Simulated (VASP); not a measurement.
Wanted: the native input for a VASP 6.6.1 run.

```yaml
Task: single point
Functional: LDA
Potentials_or_basis: VASP PAW LDA potentials, release 64 (Ru_pv)
Cutoff: 520 eV
k_mesh: 17 × 17 × 17
Occupations: fermi-dirac, width 0.1 eV
Spin: no spin polarisation
Dipole_correction: no
Further_INCAR_settings: ALGO = Normal; EDIFF = 1e-06; NBANDS = 21
```

The structure of Ru lies in POSCAR:

```
Ru
1.0
    0.0000000000      2.6780858718      2.6780858718
    2.6780858718      0.0000000000      2.6780858718
    2.6780858718      2.6780858718      0.0000000000
Ru
2
Direct
    0.1250000000      0.1250000000      0.1250000000
    0.8750000000      0.8750000000      0.8750000000
```

The input as run:

INCAR

```
  ALGO = Normal
  EDIFF = 1E-6
  ENCUT = 520
  ISIF = 2
  ISMEAR = -1
  LASPH = T
  LCHARG = T
  LELF = T
  LREAL = F
  LVHAR = T
  LWAVE = F
  NBANDS = 21
  NELM = 80
  PREC = Accurate
  SIGMA = 0.1
```

KPOINTS

```
k-points
0
Gamma
  17 17 17
```

Potentials or basis: VASP PAW LDA potentials, release 64 (Ru_pv).

Launch:

```sh
$ cat potpaw_LDA.64/Ru_pv/POTCAR > POTCAR
$ mpirun -np 1 vasp_std > vasp.out
```

Results of the run:

| Property | Result |
| --- | --- |
| Pressure | 0.9 GPa |
| Band gap on the k mesh | zero (band 14 reaches 8.00 eV, above the bottom of band 15 at 6.96 eV) |

Wall time 2.4 min on 1 thread of Intel Xeon 6975P-C (shared host), peak memory 0.22 GiB.
